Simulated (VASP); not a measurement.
Runs of VASP 6.6.1 on Sb. The structure is that of space group Fm-3m (No. 225), or close to it. The cells are those of the table. 

| task | cell | cutoff (eV) | k mesh for the DOS | occupations for the DOS | gap on the mesh (eV) | pressure (GPa) |
| --- | --- | --- | --- | --- | --- | --- |
| single point | a = 2.631 Å, angles 60.0°, 1 atom | 500 | - | - | none | 249.1 |
| single point | a = 2.943 Å, angles 60.0°, 1 atom | 520 | - | - | none | (a) |
| relaxation of cell and atoms | relaxed from a = 3.408 Å, angles 60.0°, 1 atom | 600 | - | - | none | 0.0 |
| single point | a = 3.315 Å, angles 60.0°, 1 atom | 500 | - | - | none | 0.1 |
| single point | a = 3.315 Å, angles 60.0°, 1 atom | 520 | - | - | none | 0.1 |
| single point | a = 2.796 Å, angles 60.0°, 1 atom | 520 | - | - | none | 119.7 |
| single point | a = 2.442 Å, angles 60.0°, 1 atom | 500 | - | - | none | 556.8 |
| single point | a = 2.631 Å, angles 60.0°, 1 atom | 520 | - | - | none | 249.1 |
| single point | a = 3.077 Å, angles 60.0°, 1 atom | 520 | - | - | none | 26.7 |

Alike in all rows: level LDA; potentials or basis VASP PAW LDA potentials, release 64 (Sb); no spin polarisation; k mesh 15 × 15 × 15; smearing fermi-dirac 0.1 eV.

Q: Estimate the missing entries.

A: (a) 58.0.

Caveats: spin-orbit coupling is left out, which moves the levels of the heavy elements.

A k mesh can miss the band edges, and the runs leave out spin-orbit coupling on Sb.

A gap of «none» marks levels without a gap at the run's occupations.
